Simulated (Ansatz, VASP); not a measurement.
**Sr: VASP beside Ansatz**

```
Sr
1.0
     0.00000    2.90289    2.90289
     2.90289    0.00000    2.90289
     2.90289    2.90289    0.00000
Sr
1
Direct
  0.00000 0.00000 0.00000
```

Alike in both runs: task single point; functional LDA; k mesh 9 × 9 × 9; occupations gaussian, width 1 eV; no spin polarisation.

|  | VASP | Ansatz |
| --- | --- | --- |
| version | VASP 6.6.1 | Ansatz 0.2.0 |
| potentials or method | VASP PAW LDA potentials, release 64 (Sr_sv), cutoff 500 eV | plane waves (420 eV) with PAW, scalar-relativistic |
| valence electrons in the cell | 10 | 10 |

|  | VASP | Ansatz | Ansatz less VASP |
| --- | --- | --- | --- |
| pressure (GPa) | 0.3 | 0.3 | 0.00 |

Ansatz warns that its potentials were made for another functional, while VASP's fit it. LDA's correlation is that of Perdew and Zunger in VASP and of Perdew and Wang (1992) in Ansatz.
